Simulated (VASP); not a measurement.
# LiF in VASP: a series of runs

Runs on LiF. Level: LDA. Tasks: single point.

Everything below comes from runs of VASP 6.6.1. Logs are shortened: lines on timing, memory, paths and dates and some standing lists are left out, and cuts for length are marked.

## (1) The cell of the first run

Symmetry: R-3m, No. 166, trigonal system. The conventional cell has a = 2.877 Å, b = 2.877 Å, c = 6.837 Å, α = 90.00°, β = 90.00°, γ = 120.00°. Within 2.7 Å of Li (site symmetry -3m) lie 6 F at 2.01 Å. F (site symmetry -3m) has 6 Li at 2.01 Å within 2.7 Å.

## (2) Single point, LDA (equal xy, yz and zx shear strains of -2 %)

File INCAR:

```
SYSTEM = LiF
PREC = Accurate
ENCUT = 520
EDIFF = 1E-6
ISMEAR = -1
SIGMA = 0.03
LREAL = .FALSE.
LASPH = .TRUE.
NELM = 60
ALGO = Normal
ISIF = 2
LWAVE = .FALSE.
LCHARG = .FALSE.
NBANDS = 12
```

File KPOINTS:

```
Automatic mesh
0
G
  10 10 10
  0 0 0
```

File POSCAR:

```
LiF
1.0
   -0.0402800000      1.9938600000      1.9938600000
    1.9938600000     -0.0402800000      1.9938600000
    1.9938600000      1.9938600000     -0.0402800000
Li F
1 1
Direct
    0.0000000000      0.0000000000      0.0000000000
    0.5000000000      0.5000000000      0.5000000000
```

Potentials or basis: VASP PAW LDA potentials, release 64 (Li_sv, F).

Run with:

```
cat potpaw_LDA.64/Li_sv/POTCAR potpaw_LDA.64/F/POTCAR > POTCAR
mpirun -np 1 vasp_std > vasp.out
```

OUTCAR:

```text
SYSTEM = LiF
   PREC = Accurate
   ENCUT = 520
   EDIFF = 1E-6
   ISMEAR = -1
   LREAL = .FALSE.
   LASPH = .TRUE.
   NELM = 60
   ISIF = 2

 ion  position               nearest neighbor table
   1  0.000  0.000  0.000-   2 2.01   2 2.01   2 2.01   2 2.01   2 2.01   2 2.01
   2  0.500  0.500  0.500-   1 2.01   1 2.01   1 2.01   1 2.01   1 2.01   1 2.01

  LATTYP: Found a trigonal (rhomboedric) cell.
 ALAT       =     2.8200315384
 COS(alpha) =     0.4797000918

  Lattice vectors:

 A1 = (  -0.0402800000,   1.9938600000,   1.9938600000)
 A2 = (   1.9938600000,  -0.0402800000,   1.9938600000)
 A3 = (   1.9938600000,   1.9938600000,  -0.0402800000)

Analysis of symmetry for initial positions (statically):
=====================================================================
 Subroutine PRICEL returns:
 Original cell was already a primitive cell.

 Routine SETGRP: Setting up the symmetry group for a
 trigonal (rhombohedral) supercell.

 Subroutine GETGRP returns: Found 12 space group operations
 (whereof 12 operations were pure point group operations)
 out of a pool of 12 trial point group operations.

The static configuration has the point symmetry D_3d.

Analysis of symmetry for dynamics (positions and initial velocities):
=====================================================================
 Subroutine PRICEL returns:
 Original cell was already a primitive cell.

 Routine SETGRP: Setting up the symmetry group for a
 trigonal (rhombohedral) supercell.

 Subroutine GETGRP returns: Found 12 space group operations
 (whereof 12 operations were pure point group operations)
 out of a pool of 12 trial point group operations.

The dynamic configuration has the point symmetry D_3d.

 Subroutine INISYM returns: Found 12 space group operations
 (whereof 12 operations are pure point group operations),
 and found     1 'primitive' translations

----------------------------------------------------------------------------------------

                                     Primitive cell

  volume of cell :      16.3334

  direct lattice vectors                    reciprocal lattice vectors
    -0.040280000  1.993860000  1.993860000    -0.243295918  0.248312329  0.248312329
     1.993860000 -0.040280000  1.993860000     0.248312329 -0.243295918  0.248312329
     1.993860000  1.993860000 -0.040280000     0.248312329  0.248312329 -0.243295918

  length of vectors
     2.820031538  2.820031538  2.820031538     0.427212979  0.427212979  0.427212979

  position of ions in fractional coordinates (direct lattice)
     0.000000000  0.000000000  0.000000000
     0.500000000  0.500000000  0.500000000

  ion indices of the primitive-cell ions
   primitive index   ion index
                 1           1
                 2           2

----------------------------------------------------------------------------------------

 KPOINTS: Automatic mesh

Automatic generation of k-mesh.
 Grid dimensions read from file:
 generate k-points for:   10   10   10

 Generating k-lattice:

  Cartesian coordinates                     Fractional coordinates (reciprocal lattice)
    -0.024329592  0.024831233  0.024831233     0.100000000  0.000000000  0.000000000
     0.024831233 -0.024329592  0.024831233     0.000000000  0.100000000  0.000000000
     0.024831233  0.024831233 -0.024329592     0.000000000  0.000000000  0.100000000

  Length of vectors
     0.042721298  0.042721298  0.042721298

  Shift w.r.t. Gamma in fractional coordinates (k-lattice)
     0.000000000  0.000000000  0.000000000

 Subroutine IBZKPT returns following result:
 ===========================================

 Found    116 irreducible k-points:

 Following reciprocal coordinates:
            Coordinates               Weight
  0.000000  0.000000  0.000000      1.000000
  0.100000 -0.000000 -0.000000      6.000000
  0.200000 -0.000000 -0.000000      6.000000
  0.300000  0.000000 -0.000000      6.000000
  0.400000  0.000000 -0.000000      6.000000
  0.500000  0.000000 -0.000000      3.000000
[... 16 lines left out ...]
  0.300000  0.300000 -0.000000      6.000000
  0.400000  0.300000  0.000000     12.000000
 [... further k-points ...]
   k-points           NKPTS =    116   k-points in BZ     NKDIM =    116   number of bands    NBANDS=     12
   number of dos      NEDOS =    301   number of ions     NIONS =      2
   total plane-waves  NPLWV =  13824
   dimension x,y,z NGX =    24 NGY =   24 NGZ =   24
   dimension x,y,z NGXF=    48 NGYF=   48 NGZF=   48
   ions per type =               1   1
   NGX,Y,Z   is equivalent  to a cutoff of  14.15, 14.15, 14.15 a.u.
   NGXF,Y,Z  is equivalent  to a cutoff of  28.30, 28.30, 28.30 a.u.
 SYSTEM =  LiF
   PREC   = accura    normal or accurate (medium, high low for compatibility)
   ISTART =      0    job   : 0-new  1-cont  2-samecut
   ICHARG =      2    charge: 1-file 2-atom 10-const
   ISPIN  =      1    spin polarized calculation?
   LNONCOLLINEAR =      F non collinear calculations
   LSORBIT =      F    spin-orbit coupling
   LASPH  =      T    aspherical Exc in radial PAW
   ENCUT  =  520.0 eV  38.22 Ry    6.18 a.u.   5.24  5.24  5.24*2*pi/ulx,y,z
   NELM   =     60;   NELMIN=  2; NELMDL= -5     # of ELM steps
   EDIFF  = 0.1E-05   stopping-criterion for ELM
   LREAL  =      F    real-space projection
   EDIFFG = 0.1E-04   stopping-criterion for IOM
   NSW    =      0    number of steps for IOM
   IBRION =     -1    ionic relax: 0-MD 1-quasi-New 2-CG
   NFREE  =      0    steps in history (QN), initial steepest desc. (CG)
   ISIF   =      2    stress and relaxation
   ISYM   =      2    0-nonsym 1-usesym 2-fastsym
   POTIM  = 0.5000    time-step for ionic-motion
   TEBEG  =    0.0;   TEEND  =   0.0 temperature during run
   PSTRESS=    0.0 pullay stress
   NELECT =      10.0000    total number of electrons
   NUPDOWN=      -1.0000    fix difference up-down
   EMIN   =  10.00;   EMAX   =-10.00  energy-range for DOS
   EFERMI =   0.00;   METHOD = LEGACY
   ISMEAR =    -1;   SIGMA  =   0.03  broadening in eV -4-tet -1-fermi 0-gaus
   EFERMI_NEDOS =   21; number of points for ismear=-14 and -15
   IALGO  =     38    algorithm
   IMIX   =      4    mixing-type and parameters
     AMIX     =   0.40;   BMIX     =  1.00
     AMIX_MAG =   1.60;   BMIX_MAG =  1.00
  volume/ion in A,a.u.               =       8.17        55.11
  Fermi-wavevector in a.u.,A,eV,Ry     =   1.390110  2.626927 26.291968  1.932405
  Thomas-Fermi vector in A             =   2.514076
   LORBIT       =      0    0 simple, 1 ext, 2 COOP (PROOUT), +10 PAW based schemes
   GGA     = CA    functional components
   LHFCALC =     F    Hartree Fock is set to
   AEXX    =    0.0000 exact exchange contribution
   IVDW    =     0    specifies the selected vdW correction
   LEPSILON=     F    determine dielectric tensor
   LRPA    =     F    only Hartree local field effects (RPA)
 non-spin polarized calculation
  energy-cutoff  :      520.00
  volume of cell :       16.33
 maximum number of plane-waves:       455
 NGX is ok and might be reduce to    24
   NGX = 11   NGY = 11   NGZ = 11

 number of electron      10.0000000 magnetization

 number of electron       9.9999996 magnetization

 Free energy of the ion-electron system (eV)
  ---------------------------------------------------
  ext. energy  EPLUGINS =         0.00000000
  ---------------------------------------------------
  free energy    TOTEN  =       -10.46840506 eV

  energy without entropy =      -10.46840506  energy(sigma->0) =      -10.46840506

 E-fermi :  -0.5456     XC(G=0): -10.6714

 val. band max:       -1.1880741095   @ k =   0.0000   0.0000   0.0000
 cond. band min:       7.5395156828   @ k =   0.0000   0.0000   0.0000
 fundamental gap:      8.7275897923
 Fermi energy:        -0.5456254409

 k-point     1 :       0.0000    0.0000    0.0000
  band No.  band energies     occupation
      1     -41.0500      2.00000
      2     -20.8638      2.00000
      3      -1.3460      2.00000
      4      -1.3460      2.00000
      5      -1.1881      2.00000
      6       7.5395      0.00000
      7      22.0482      0.00000
      8      22.0482      0.00000
      9      22.2790      0.00000
     10      22.2790      0.00000
     11      22.3488      0.00000
     12      23.3187      0.00000

 k-point     2 :       0.1000   -0.0000   -0.0000
  band No.  band energies     occupation
      1     -41.0435      2.00000
      2     -20.8250      2.00000
      3      -1.6244      2.00000
      4      -1.3654      2.00000
      5      -1.2266      2.00000
      6       7.8239      0.00000
      7      19.3565      0.00000
      8      20.8104      0.00000
      9      21.2094      0.00000
     10      23.3217      0.00000
     11      23.7149      0.00000
     12      24.1367      0.00000

 k-point     3 :       0.2000   -0.0000   -0.0000
  band No.  band energies     occupation
      1     -41.0267      2.00000
      2     -20.7215      2.00000
      3      -2.3204      2.00000
      4      -1.4152      2.00000
      5      -1.2940      2.00000
      6       8.4477      0.00000
      7      16.9559      0.00000
      8      19.3662      0.00000
      9      19.7362      0.00000
     10      24.6352      0.00000
     11      24.6827      0.00000
     12      25.5331      0.00000
[... 286 lines left out ...]
 k-point    23 :       0.3000    0.3000   -0.0000
  band No.  band energies     occupation
      1     -40.9919      2.00000
      2     -20.4262      2.00000
      3      -3.2558      2.00000
      4      -2.0583      2.00000
      5      -1.8979      2.00000
      6      10.6481      0.00000
      7      16.1703      0.00000
      8      17.3616      0.00000
      9      18.4480      0.00000
     10      18.8569      0.00000
     11      32.7630      0.00000
     12      32.8896      0.00000

 k-point    24 :       0.4000    0.3000    0.0000
  band No.  band energies     occupation
      1     -40.9793      2.00000
      2     -20.3110      2.00000
      3      -3.6935      2.00000
      4      -2.2670      2.00000
      5      -1.9957      2.00000
      6      11.4442      0.00000
      7      15.0496      0.00000
      8      16.8266      0.00000
      9      18.5943      0.00000
     10      19.3024      0.00000
     11      32.2436      0.00000
     12      33.3040      0.00000

 [... further k-points ...]
[... 5 lines left out ...]
  --------------------------------------------------------------------------------------
  -------------------------------------------------------------------------------------
  Total       -0.6782137     -0.6782137     -0.6782137      0.1185663      0.1185663      0.1185663
  in kB      -66.5273087    -66.5273087    -66.5273087     11.6304019     11.6304019     11.6304019
  external PRESSURE =     -66.5273087 kB  Pullay stress =       0.0000000 kB

 VOLUME and BASIS-vectors are now :
 -----------------------------------------------------------------------------
  energy-cutoff  :      520.00
  volume of cell :       16.33
      direct lattice vectors                 reciprocal lattice vectors
    -0.040280000  1.993860000  1.993860000    -0.243295918  0.248312329  0.248312329
     1.993860000 -0.040280000  1.993860000     0.248312329 -0.243295918  0.248312329
     1.993860000  1.993860000 -0.040280000     0.248312329  0.248312329 -0.243295918

 POSITION                                       TOTAL-FORCE (eV/Angst)
 -----------------------------------------------------------------------------------
      0.00000      0.00000      0.00000        -0.000000      0.000000      0.000000
      1.97372      1.97372      1.97372         0.000000     -0.000000     -0.000000
 -----------------------------------------------------------------------------------
    total drift:                               -0.000000     -0.000000      0.000000

  FREE ENERGIE OF THE ION-ELECTRON SYSTEM (eV)
  ---------------------------------------------------
  free  energy   TOTEN  =       -10.4684050625 eV

  energy  without entropy=      -10.4684050625  energy(sigma->0) =      -10.46840506
```

It took 21 s on 1 thread of Intel Xeon Platinum 8259CL at 2.50GHz (Skylake/Cascade Lake), shared host; peak memory 0.13 GiB.

Results:

- Free energy: -10.4684 eV
- Band gap on the k mesh: 8.73 eV, direct

Caveat: the cell differs from its parent crystal (equal xy, yz and zx shear strains of -2 %); the cutoff is under 1.25 times the usual one of these potentials, so pressure, stress and relaxed cells hold a basis-set (Pulay) error. A k mesh can miss the band edges.

## (3) Single point, LDA (equal xy, yz and zx shear strains of -1 %)

File INCAR:

```
SYSTEM = LiF
ALGO = Normal
EDIFF = 1E-7
ENCUT = 520
GGA = CA
ISIF = 2
ISMEAR = -1
LASPH = .True.
LCHARG = .True.
LELF = .True.
LREAL = .False.
LVHAR = .True.
LWAVE = .False.
NBANDS = 12
NELM = 100
PREC = Accurate
SIGMA = 0.03
```

File KPOINTS:

```
k-points
0
Gamma
  10 10 10
  0 0 0
```

File POSCAR:

```
LiF
1.0
   -0.0201400000      2.0039300000      2.0039300000
    2.0039300000     -0.0201400000      2.0039300000
    2.0039300000      2.0039300000     -0.0201400000
Li F
1 1
Direct
    0.0000000000      0.0000000000      0.0000000000
    0.5000000000      0.5000000000      0.5000000000
```

Potentials or basis: VASP PAW LDA potentials, release 64 (Li_sv, F).

Run with:

```
cat potpaw_LDA.64/Li_sv/POTCAR potpaw_LDA.64/F/POTCAR > POTCAR
mpirun -np 1 vasp_std > vasp.out
```

Run time: 20 s. Hardware: 1 thread of Intel Xeon Platinum 8259CL at 2.50GHz (Skylake/Cascade Lake), shared host; peak memory 0.13 GiB.

It converged, with:

| Quantity | Value |
| --- | --- |
| Free energy | -10.4709 eV |
| Band gap on the k mesh | 8.78 eV, direct |

Levels at points of the mesh, in eV from the valence-band top:
```csv
k point,band 1,band 2,band 3,band 4,band 5,band 6,band 7,band 8,band 9,band 10
"(0.00, 0.00, 0.00)",-39.81,-19.62,-0.08,-0.08,0.00,8.78,23.34,23.34,23.51,23.68
"(0.50, 0.00, 0.00)",-39.74,-19.18,-2.64,-0.29,-0.25,10.33,16.27,18.34,18.52,29.89
"(0.50, 0.50, 0.00)",-39.72,-18.88,-3.17,-1.13,-1.04,14.36,15.97,17.09,19.61,19.80
"(0.50, 0.50, 0.50)",-39.74,-19.14,-2.62,-0.33,-0.33,10.26,16.49,18.17,18.17,29.74
```

Caveat: the cell differs from its parent crystal (equal xy, yz and zx shear strains of -1 %); the cutoff is under 1.25 times the usual one of these potentials, so pressure, stress and relaxed cells hold a basis-set (Pulay) error.

[end of part 1 of 2]
